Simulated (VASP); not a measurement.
Au, 2 atoms in the cell. The structure is orthorhombic, space group Immm (No. 71). Conventional cell: a = 2.802 Å, b = 2.938 Å, c = 3.962 Å, α = 90.00°, β = 90.00°, γ = 90.00°. Within 3.7 Å of Au (site symmetry mmm) lie 12 Au at 2.80 to 2.94 Å. 

| Quantity | Value |
| --- | --- |
| Program | VASP 6.6.1 |
| Task | single point |
| Functional | LDA |
| Potentials or basis | VASP PAW LDA potentials, release 64 (Au) |
| Cutoff | 500 eV |
| k mesh | 9 × 6 × 23 |
| Occupations | gaussian, width 0.1 eV |
| Spin | no spin polarisation |
| Dipole correction | no |
| Further INCAR settings | ALGO = Normal; EDIFF = 1e-06; NBANDS = 18; ISYM = 0 |

Potentials or basis: VASP PAW LDA potentials, release 64 (Au).

The run is started by

```console
$ cat potpaw_LDA.64/Au/POTCAR > POTCAR
$ mpirun -np 1 vasp_std > vasp.out
```

Hardware: 1 thread of Intel Xeon 6975P-C, with other jobs on the host.

How long does it take, and how much memory?

It took 4.1 min on 1 thread of Intel Xeon 6975P-C (shared host), peak memory 0.39 GiB. Counts: scf iterations 11, k points 622.
